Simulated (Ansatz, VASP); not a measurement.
## One calculation of NaCl, two programs

```xyz
2
Lattice="0.0000 2.7941 2.8499 2.7941 0.0000 2.8499 2.7941 2.7941 0.0000" Properties=species:S:1:pos:R:3 pbc="T T T"
Cl    2.7941    2.7941    2.8499
Na    0.0000    0.0000    0.0000
```

Alike in both runs: task single point; functional PBEsol; k mesh 7 × 7 × 7; occupations fermi-dirac, width 0.05 eV; no spin polarisation.

```csv
,VASP,Ansatz
version,VASP 6.6.1,Ansatz 0.2.0
potentials or method,"VASP PAW PBE potentials, release 64 (Cl, Na_pv)",Ansatz PAW
plane-wave cutoff (eV),500,420
valence electrons in the cell,14,16
```

Ansatz gave:

| Item | Value |
| --- | --- |
| gap on the k mesh at the Fermi level (eV) | 4.96 |
| least direct gap on the mesh (eV) | 4.96 |
| pressure (GPa) | -0.3 |
| traceless stress, the component that is largest in VASP (GPa) | -0.51 |

Problem. Which values does VASP return?

Solution. gap on the k mesh at the Fermi level (eV): 4.95; least direct gap on the mesh (eV): 4.95; pressure (GPa): -0.3; traceless stress, the component that is largest in VASP (GPa): -0.52.

VASP's potentials were made for PBE, not for PBEsol. VASP's potentials hold 14 valence electrons a cell and Ansatz's 16, so a difference there can come from the potentials and not from the codes.

Noted on Ansatz's run: odd divisions of the mesh miss points on the zone boundary, where band edges often lie, so the gap on the mesh can be too wide.
